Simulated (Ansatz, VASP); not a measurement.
# Two plane-wave programs on Sr3V

```
CELL_PARAMETERS angstrom
5.48461 0.00000 0.00000
0.00000 5.48461 0.00000
0.00000 0.00000 5.48461
ATOMIC_POSITIONS crystal
Sr 0.00000 0.50000 0.50000
Sr 0.50000 0.00000 0.50000
Sr 0.50000 0.50000 0.00000
V 0.00000 0.00000 0.00000
```

Alike in both runs: functional PBE; k mesh 8 × 8 × 8; occupations gaussian, width 0.1 eV; collinear spin.

Ansatz relaxed the structure, and its values are those at the end. VASP's run is a single point on that final structure, the one shown.

|  | VASP | Ansatz |
| --- | --- | --- |
| version | VASP 6.6.1 | Ansatz 0.2.0 |
| potentials or method | VASP PAW PBE potentials, release 64 (Sr_sv, V_sv), cutoff 500 eV | scalar-relativistic, plane waves, PAW |
| valence electrons in the cell | 43 | 43 |

VASP gave:

| Property | Result |
| --- | --- |
| gap on the k mesh at the Fermi level (eV) | none |
| pressure (GPa) | 0.1 |
| net moment per atom (μB) | 0.98 |
| size of the moment on the site where the two differ most (μB) | 2.99 |

Problem. Which values does Ansatz return?

Solution. gap on the k mesh at the Fermi level (eV): none; pressure (GPa): 0.0; net moment per atom (μB): 0.98; size of the moment on the site where the two differ most (μB): 3.53.

Site moments also hang on the region over which each program counts them. A gap of «none» marks a metal or a gap that the smearing closes. Ansatz's warnings: given moment on shells.
